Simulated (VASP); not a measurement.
LiAl32 (a cell with a defect): single point with PBE

LiAl32 (a cell with a defect):

```
Al Li
1.0
     8.10000    0.00000    0.00000
     0.00000    8.10000    0.00000
     0.00000    0.00000    8.10000
Al Li
32 1
Direct
  0.50345 0.98693 0.99371
  0.76376 0.24653 0.99363
  0.74646 0.00283 0.25286
  0.00299 0.99406 0.99862
  0.24288 0.24651 0.99355
  0.50346 0.50745 0.99339
  0.75668 0.74861 0.99855
  0.25970 0.00170 0.25173
  0.50259 0.25052 0.19665
  0.75140 0.49353 0.24815
  0.50258 0.94628 0.50042
  0.79448 0.25027 0.50017
  0.75127 0.99825 0.74343
  0.00303 0.50073 0.99838
  0.24982 0.74857 0.99852
  0.00409 0.24658 0.23742
  0.25491 0.49449 0.24732
  0.50345 0.74362 0.23687
  0.00409 0.98744 0.49658
  0.21696 0.24997 0.49987
  0.50283 0.52556 0.49927
  0.76379 0.74354 0.49653
  0.25503 0.99741 0.74439
  0.50283 0.24937 0.77583
  0.75486 0.49737 0.74739
  0.00299 0.74868 0.24403
  0.00417 0.50697 0.49644
  0.24285 0.74345 0.49651
  0.00417 0.24644 0.75697
  0.25162 0.49800 0.74802
  0.50345 0.74329 0.75747
  0.00303 0.74844 0.75072
  0.50667 0.23151 0.48196
```

```
Program                : VASP 6.6.1
Task                   : single point
Functional             : PBE
Potentials or basis    : VASP PAW PBE potentials, release 64 (Al, Li_sv)
Cutoff                 : 520 eV
k mesh                 : 3 × 3 × 3
Occupations            : gaussian, width 0.1 eV
Spin                   : no spin polarisation
Dipole correction      : no
Further INCAR settings : LREAL = Auto; ALGO = Normal; EDIFF = 1e-06; NBANDS = 72
```

| Property | Result |
| --- | --- |
| Largest force | 0.010 eV/Å |
| Band gap on the k mesh | zero (an odd number of electrons rules out a gap without spin polarisation) |

Forces in eV/Å, atoms in the order of the input:
```
Al  -0.002 -0.004  0.002
Al   0.002  0.001  0.001
Al   0.000 -0.001 -0.001
Al   0.000  0.001  0.002
Al   0.000  0.003  0.001
Al  -0.003  0.000 -0.001
Al   0.001  0.000  0.000
Al   0.000  0.000  0.000
Al   0.004  0.000 -0.009
Al  -0.001  0.000 -0.001
Al   0.004 -0.008  0.001
Al   0.010 -0.002 -0.001
Al  -0.001 -0.001  0.000
Al   0.004  0.003 -0.003
Al  -0.001 -0.005 -0.005
Al  -0.001  0.001 -0.001
Al   0.000  0.002  0.003
Al  -0.002  0.003 -0.004
Al  -0.001 -0.001  0.001
Al  -0.010  0.000  0.000
Al  -0.001  0.009  0.000
Al   0.003  0.000  0.002
Al   0.000  0.004  0.001
Al   0.001  0.000  0.010
Al  -0.003  0.001  0.000
Al   0.000  0.002  0.001
Al  -0.003 -0.001  0.003
Al  -0.001  0.000  0.003
Al  -0.003  0.004 -0.001
Al   0.004 -0.005 -0.005
Al  -0.003  0.000  0.000
Al   0.004 -0.003  0.001
Li  -0.003 -0.004  0.001
```

Levels at points of the mesh, in eV from the Fermi level:
| k point | band 46 | band 47 | band 48 | band 49 | band 50 | band 51 | band 52 | band 53 |
| --- | --- | --- | --- | --- | --- | --- | --- | --- |
| (0.00, 0.00, 0.00) | -0.59 | -0.11 | -0.11 | 0.32 | 0.32 | 0.32 | 0.76 | 0.95 |

Run time: 13 min on 1 thread of Intel(R) Xeon(R) Platinum 8259CL CPU @ 2.50GHz (Skylake/Cascade Lake), on a shared host, peak memory 0.65 GiB.
